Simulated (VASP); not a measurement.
# W (Im-3m) in VASP: single point with PBE

Aim: the single point of W with PBE.

All numbers are computed with VASP 6.6.1; they aren't measurements. Logs are shortened: lines on timing, memory, paths and dates and some standing lists are left out, and cuts for length are marked.

## 1. The cell of the first run

It takes space group Im-3m (No. 229, cubic). The conventional cell has a = 3.195 Å, b = 3.195 Å, c = 3.195 Å, α = 90.00°, β = 90.00°, γ = 90.00°. W (site symmetry m-3m) has 14 W at 2.77 to 3.19 Å within 3.6 Å.

## 2. Single point, PBE

File INCAR:

```
SYSTEM = W
  PREC = Accurate
  ENCUT = 520
  EDIFF = 1E-6
  ISMEAR = 0
  SIGMA = 0.15
  LREAL = .False.
  LASPH = .True.
  NELM = 60
  ALGO = Fast
  ISIF = 2
  LWAVE = .False.
  LCHARG = .False.
  GGA = PE
  NBANDS = 21
```

File KPOINTS:

```
regular mesh
0
Gamma
  16 16 16
  0 0 0
```

File POSCAR:

```
W
1.0
    0.0000000000     -3.1946000000      0.0000000000
   -3.1946000000      0.0000000000      0.0000000000
    0.0000000000      0.0000000000     -3.1946000000
W
2
Direct
    0.5000000000      0.5000000000      0.5000000000
    0.0000000000      0.0000000000      0.0000000000
```

Potentials or basis: VASP PAW PBE potentials, release 64 (W_sv).

Run with:

```
> cat potpaw_PBE.64/W_sv/POTCAR > POTCAR
> mpirun -np 1 vasp_std > vasp.out
```

OUTCAR:

```text
SYSTEM = W
   PREC = Accurate
   ENCUT = 520
   EDIFF = 1E-6
   ISMEAR = 0
   LREAL = .False.
   LASPH = .True.
   NELM = 60
   ISIF = 2
   GGA = PE

 ion  position               nearest neighbor table
   1  0.500  0.500  0.500-   2 2.77   2 2.77   2 2.77   2 2.77   2 2.77   2 2.77   2 2.77   2 2.77

   2  0.000  0.000  0.000-   1 2.77   1 2.77   1 2.77   1 2.77   1 2.77   1 2.77   1 2.77   1 2.77

  LATTYP: Found a simple cubic cell.
 ALAT       =     3.1946000000

  Lattice vectors:

 A1 = (   0.0000000000,  -3.1946000000,   0.0000000000)
 A2 = (  -3.1946000000,   0.0000000000,   0.0000000000)
 A3 = (   0.0000000000,   0.0000000000,  -3.1946000000)

Analysis of symmetry for initial positions (statically):
=====================================================================
 Subroutine PRICEL returns following result:

  LATTYP: Found a body centered cubic cell.
 ALAT       =     3.1946000000

  Lattice vectors:

 A1 = (  -1.5973000000,  -1.5973000000,   1.5973000000)
 A2 = (  -1.5973000000,   1.5973000000,  -1.5973000000)
 A3 = (   1.5973000000,  -1.5973000000,  -1.5973000000)

   2 primitive cells build up your supercell.

 Routine SETGRP: Setting up the symmetry group for a
 simple cubic supercell.

 Subroutine GETGRP returns: Found 48 space group operations
 (whereof 48 operations were pure point group operations)
 out of a pool of 48 trial point group operations.

The static configuration has the point symmetry O_h .

Analysis of symmetry for dynamics (positions and initial velocities):
=====================================================================
 Subroutine PRICEL returns following result:

  LATTYP: Found a body centered cubic cell.
 ALAT       =     3.1946000000

  Lattice vectors:

 A1 = (  -1.5973000000,  -1.5973000000,   1.5973000000)
 A2 = (  -1.5973000000,   1.5973000000,  -1.5973000000)
 A3 = (   1.5973000000,  -1.5973000000,  -1.5973000000)

   2 primitive cells build up your supercell.

 Routine SETGRP: Setting up the symmetry group for a
 simple cubic supercell.

 Subroutine GETGRP returns: Found 48 space group operations
 (whereof 48 operations were pure point group operations)
 out of a pool of 48 trial point group operations.

The dynamic configuration has the point symmetry O_h .

 Subroutine INISYM returns: Found 48 space group operations
 (whereof 48 operations are pure point group operations),
 and found     2 'primitive' translations

----------------------------------------------------------------------------------------

                                     Primitive cell

  volume of cell :      16.3012

  direct lattice vectors                    reciprocal lattice vectors
    -1.597300000 -1.597300000  1.597300000    -0.313028235 -0.313028235  0.000000000
    -1.597300000  1.597300000 -1.597300000    -0.313028235  0.000000000 -0.313028235
     1.597300000 -1.597300000 -1.597300000     0.000000000 -0.313028235 -0.313028235

  length of vectors
     2.766604755  2.766604755  2.766604755     0.442688776  0.442688776  0.442688776

  position of ions in fractional coordinates (direct lattice)
     1.000000000  1.000000000  1.000000000

  ion indices of the primitive-cell ions
   primitive index   ion index
                 1           1

----------------------------------------------------------------------------------------

 KPOINTS: regular mesh

Automatic generation of k-mesh.
 Grid dimensions read from file:
 generate k-points for:   16   16   16

 Generating k-lattice:

  Cartesian coordinates                     Fractional coordinates (reciprocal lattice)
     0.000000000 -0.019564265  0.000000000     0.062500000  0.000000000  0.000000000
    -0.019564265  0.000000000  0.000000000     0.000000000  0.062500000  0.000000000
     0.000000000  0.000000000 -0.019564265     0.000000000  0.000000000  0.062500000

  Length of vectors
     0.019564265  0.019564265  0.019564265

  Shift w.r.t. Gamma in fractional coordinates (k-lattice)
     0.000000000  0.000000000  0.000000000

 Subroutine IBZKPT returns following result:
 ===========================================

 Found    165 irreducible k-points:

 Following reciprocal coordinates:
            Coordinates               Weight
  0.000000  0.000000  0.000000      1.000000
  0.062500  0.000000  0.000000      6.000000
  0.125000  0.000000  0.000000      6.000000
  0.187500  0.000000  0.000000      6.000000
  0.250000  0.000000  0.000000      6.000000
  0.312500  0.000000  0.000000      6.000000
[... 16 lines left out ...]
  0.437500  0.125000  0.000000     24.000000
  0.500000  0.125000  0.000000     12.000000
 [... further k-points ...]
   k-points           NKPTS =    165   k-points in BZ     NKDIM =    165   number of bands    NBANDS=     21
   number of dos      NEDOS =    301   number of ions     NIONS =      2
   total plane-waves  NPLWV =  13824
   dimension x,y,z NGX =    24 NGY =   24 NGZ =   24
   dimension x,y,z NGXF=    48 NGYF=   48 NGZF=   48
   ions per type =               2
   NGX,Y,Z   is equivalent  to a cutoff of  12.49, 12.49, 12.49 a.u.
   NGXF,Y,Z  is equivalent  to a cutoff of  24.98, 24.98, 24.98 a.u.
 SYSTEM =  W
   PREC   = accura    normal or accurate (medium, high low for compatibility)
   ISTART =      0    job   : 0-new  1-cont  2-samecut
   ICHARG =      2    charge: 1-file 2-atom 10-const
   ISPIN  =      1    spin polarized calculation?
   LNONCOLLINEAR =      F non collinear calculations
   LSORBIT =      F    spin-orbit coupling
   LASPH  =      T    aspherical Exc in radial PAW
   ENCUT  =  520.0 eV  38.22 Ry    6.18 a.u.   5.94  5.94  5.94*2*pi/ulx,y,z
   NELM   =     60;   NELMIN=  2; NELMDL= -5     # of ELM steps
   EDIFF  = 0.1E-05   stopping-criterion for ELM
   LREAL  =      F    real-space projection
   EDIFFG = 0.1E-04   stopping-criterion for IOM
   NSW    =      0    number of steps for IOM
   IBRION =     -1    ionic relax: 0-MD 1-quasi-New 2-CG
   NFREE  =      0    steps in history (QN), initial steepest desc. (CG)
   ISIF   =      2    stress and relaxation
   ISYM   =      2    0-nonsym 1-usesym 2-fastsym
   POTIM  = 0.5000    time-step for ionic-motion
   TEBEG  =    0.0;   TEEND  =   0.0 temperature during run
   PSTRESS=    0.0 pullay stress
   NELECT =      28.0000    total number of electrons
   NUPDOWN=      -1.0000    fix difference up-down
   EMIN   =  10.00;   EMAX   =-10.00  energy-range for DOS
   EFERMI =   0.00;   METHOD = LEGACY
   ISMEAR =     0;   SIGMA  =   0.15  broadening in eV -4-tet -1-fermi 0-gaus
   EFERMI_NEDOS =   21; number of points for ismear=-14 and -15
   IALGO  =     68    algorithm
   IMIX   =      4    mixing-type and parameters
     AMIX     =   0.40;   BMIX     =  1.00
     AMIX_MAG =   1.60;   BMIX_MAG =  1.00
  volume/ion in A,a.u.               =      16.30       110.01
  Fermi-wavevector in a.u.,A,eV,Ry     =   1.556125  2.940649 32.946829  2.421524
  Thomas-Fermi vector in A             =   2.659966
   LORBIT       =      0    0 simple, 1 ext, 2 COOP (PROOUT), +10 PAW based schemes
   GGA     = PE    functional components
   LHFCALC =     F    Hartree Fock is set to
   AEXX    =    0.0000 exact exchange contribution
   IVDW    =     0    specifies the selected vdW correction
   LEPSILON=     F    determine dielectric tensor
   LRPA    =     F    only Hartree local field effects (RPA)
 non-spin polarized calculation
 RMM-DIIS sequential band-by-band and
 Gauss-broadening in eV      SIGMA  =   0.15
  energy-cutoff  :      520.00
  volume of cell :       32.60
 maximum number of plane-waves:       912
 NGX is ok and might be reduce to    24
   NGX = 11   NGY = 11   NGZ = 11

 number of electron      27.9999992 magnetization

 Free energy of the ion-electron system (eV)
  ---------------------------------------------------
  ext. energy  EPLUGINS =         0.00000000
  ---------------------------------------------------
  free energy    TOTEN  =       -25.91007993 eV

  energy without entropy =      -25.89637906  energy(sigma->0) =      -25.90322949

 E-fermi :  11.0660     XC(G=0): -13.4833

 val. band max:       11.0644047615   @ k =   0.4375   0.1250   0.0625
 cond. band min:      11.0762505604   @ k =   0.2500   0.1875   0.0000
 fundamental gap:      0.0118457989
 Fermi energy:        11.0660000490

 k-point     1 :       0.0000    0.0000    0.0000
  band No.  band energies     occupation
      1     -63.1800      2.00000
      2     -62.9732      2.00000
      3     -27.6065      2.00000
      4     -27.6065      2.00000
      5     -27.6065      2.00000
      6     -26.7812      2.00000
[... 13 lines left out ...]
     20      19.0674      0.00000
     21      19.0674      0.00000

 k-point     2 :       0.0625    0.0000    0.0000
  band No.  band energies     occupation
      1     -63.1778      2.00000
      2     -62.9748      2.00000
      3     -27.6066      2.00000
      4     -27.5984      2.00000
      5     -27.5984      2.00000
      6     -26.7979      2.00000
[... 13 lines left out ...]
     20      18.7342      0.00000
     21      19.6097      0.00000

 k-point     3 :       0.1250    0.0000    0.0000
  band No.  band energies     occupation
      1     -63.1712      2.00000
      2     -62.9799      2.00000
      3     -27.6060      2.00000
      4     -27.5742      2.00000
      5     -27.5742      2.00000
      6     -26.8463      2.00000
[... 13 lines left out ...]
     20      17.9124      0.00000
     21      20.7874      0.00000

 k-point     4 :       0.1875    0.0000    0.0000
  band No.  band energies     occupation
      1     -63.1605      2.00000
      2     -62.9883      2.00000
      3     -27.6022      2.00000
      4     -27.5351      2.00000
      5     -27.5351      2.00000
      6     -26.9212      2.00000
[... 13 lines left out ...]
     20      16.8997      0.00000
     21      22.2126      0.00000

 k-point     5 :       0.2500    0.0000    0.0000
  band No.  band energies     occupation
      1     -63.1463      2.00000
      2     -62.9998      2.00000
      3     -27.5916      2.00000
      4     -27.4826      2.00000
      5     -27.4826      2.00000
      6     -27.0151      2.00000
[... 13 lines left out ...]
     20      15.9115      0.00000
     21      23.7662      0.00000
[... 382 lines left out ...]
     20      16.0644      0.00000
     21      23.4869      0.00000

 k-point    22 :       0.3750    0.1250    0.0000
  band No.  band energies     occupation
      1     -63.1060      2.00000
      2     -63.0327      2.00000
      3     -27.6585      2.00000
      4     -27.3779      2.00000
      5     -27.3315      2.00000
      6     -27.2208      2.00000
[... 13 lines left out ...]
     20      15.2518      0.00000
     21      24.3462      0.00000

 k-point    23 :       0.4375    0.1250    0.0000
  band No.  band energies     occupation
      1     -63.0873      2.00000
      2     -63.0499      2.00000
      3     -27.6162      2.00000
      4     -27.4735      2.00000
      5     -27.2589      2.00000
      6     -27.1427      2.00000
[... 13 lines left out ...]
     20      14.7298      0.00000
     21      24.6246      0.00000

 k-point    24 :       0.5000    0.1250    0.0000
  band No.  band energies     occupation
      1     -63.0683      2.00000
      2     -63.0683      2.00000
      3     -27.5541      2.00000
      4     -27.5541      2.00000
      5     -27.1840      2.00000
      6     -27.1840      2.00000
[... 13 lines left out ...]
     20      14.4939      0.00000
     21      24.6137      0.00000

 [... further k-points ...]
[... 5 lines left out ...]
  --------------------------------------------------------------------------------------
  -------------------------------------------------------------------------------------
  Total       -0.5135845     -0.5135845     -0.5135845      0.0000000     -0.0000000      0.0000000
  in kB      -25.2390509    -25.2390509    -25.2390509      0.0000000     -0.0000000      0.0000000
  external PRESSURE =     -25.2390509 kB  Pullay stress =       0.0000000 kB

 VOLUME and BASIS-vectors are now :
 -----------------------------------------------------------------------------
  energy-cutoff  :      520.00
  volume of cell :       32.60
      direct lattice vectors                 reciprocal lattice vectors
     0.000000000 -3.194600000  0.000000000     0.000000000 -0.313028235  0.000000000
    -3.194600000  0.000000000  0.000000000    -0.313028235  0.000000000  0.000000000
     0.000000000  0.000000000 -3.194600000     0.000000000  0.000000000 -0.313028235

 POSITION                                       TOTAL-FORCE (eV/Angst)
 -----------------------------------------------------------------------------------
     -1.59730     -1.59730     -1.59730         0.000000      0.000000      0.000000
      0.00000      0.00000      0.00000        -0.000000     -0.000000     -0.000000
 -----------------------------------------------------------------------------------
    total drift:                               -0.000000     -0.000000      0.000000

  FREE ENERGIE OF THE ION-ELECTRON SYSTEM (eV)
  ---------------------------------------------------
  free  energy   TOTEN  =       -25.9100799251 eV

  energy  without entropy=      -25.8963790641  energy(sigma->0) =      -25.90322949
```

Wall time 39 s (1 thread of AMD EPYC 9R45 (Zen 5), shared host); peak memory 0.18 GiB.

Results:

- Free energy: -25.9101 eV
- Pressure: -2.5 GPa
- Band gap on the k mesh: zero (bands 14 and 15 overlap by 1.10 eV)

Levels at points of the mesh, in eV from the Fermi level:
```csv
k point,band 11,band 12,band 13,band 14,band 15,band 16,band 17,band 18
"(0.00, 0.00, 0.00)",-5.64,-1.21,-1.21,-1.21,2.17,2.17,4.94,4.94
"(0.50, 0.00, 0.00)",-2.70,-2.70,-0.54,-0.54,-0.54,-0.54,1.30,1.30
"(0.50, 0.50, 0.00)",-3.46,-3.46,0.56,0.56,2.05,2.05,2.99,2.99
"(0.50, 0.50, 0.50)",-2.92,-2.92,-2.92,-2.92,3.15,3.15,3.15,3.15
```

Caveat: spin-orbit coupling is left out, which moves the levels of the heavy elements.
